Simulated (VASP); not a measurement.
Runs of VASP 6.6.1 on LiCl. It takes space group P6_3mc (No. 186, hexagonal). Conventional cell: a = 3.894 Å, b = 3.894 Å, c = 6.226 Å, α = 90.00°, β = 90.00°, γ = 120.00°. Li (site symmetry 3m) has 4 Cl at 2.37 Å within 3.1 Å. Cl (site symmetry 3m) has 4 Li at 2.37 Å within 3.1 Å. 

```tsv
level	potentials or basis	k mesh	gap on the mesh (eV)
r2SCAN	VASP PAW PBE potentials, release 64 (Li_sv, Cl)	6 × 6 × 4	6.74
PBE	VASP PAW PBE potentials, release 64 (Li_sv, Cl)	6 × 6 × 2	6.03
LDA	VASP PAW LDA potentials, release 64 (Li_sv, Cl)	6 × 6 × 2	(a)
r2SCAN	VASP PAW PBE potentials, release 64 (Li_sv, Cl)	6 × 6 × 2	6.74
```

Alike in all rows: task single point; no spin polarisation; cell as given; cutoff (eV) 520; smearing gaussian 0.01 eV.

**Question.** Estimate the missing entries.

**Answer.** (a) 5.61.

Caveats: some runs use coarse meshes.

A k mesh can miss the band edges.
